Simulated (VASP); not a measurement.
Set up this calculation in VASP 6.6.1, as the native input.

* Task: single point
* Functional: PBE
* Potentials or basis: VASP PAW PBE potentials, release 64 (Ga_d, Mo_sv)
* Cutoff: 520 eV
* k mesh: 7 × 7 × 7
* Occupations: gaussian, width 0.2 eV
* Spin: no spin polarisation
* Dipole correction: no
* Further INCAR settings: ALGO = Normal; EDIFF = 1e-06; NBANDS = 20

The structure of GaMo lies in POSCAR:

```
GaMo
1.0
   -1.8124663252      1.8124663252      2.5634843747
    1.8124663252     -1.8124663252      2.5634843747
    1.8124663252      1.8124663252     -2.5634843747
Ga Mo
1 1
Direct
    0.5000000000      0.5000000000      0.0000000000
    0.0000000000      0.0000000000      0.0000000000
```

One way to write it, as run:

INCAR

```
SYSTEM = GaMo
PREC = Accurate
ENCUT = 520
EDIFF = 1E-6
ISMEAR = 0
SIGMA = 0.2
LREAL = .FALSE.
LASPH = .TRUE.
NELM = 100
ALGO = Normal
ISIF = 2
LWAVE = .FALSE.
LCHARG = .FALSE.
GGA = PE
NBANDS = 20
```

KPOINTS

```
Automatic mesh
0
G
  7 7 7
  0 0 0
```

Potentials or basis: VASP PAW PBE potentials, release 64 (Ga_d, Mo_sv).

Launch:

```sh
$ cat potpaw_PBE.64/Ga_d/POTCAR potpaw_PBE.64/Mo_sv/POTCAR > POTCAR
$ mpirun -np 1 vasp_std > vasp.out
```

Results of the run:

| Item | Value |
| --- | --- |
| Pressure | 0.4 GPa |

Wall time 16 s on 1 thread of AMD EPYC 9R45 96-Core Processor (Zen 5) (shared host), peak memory 0.14 GiB.
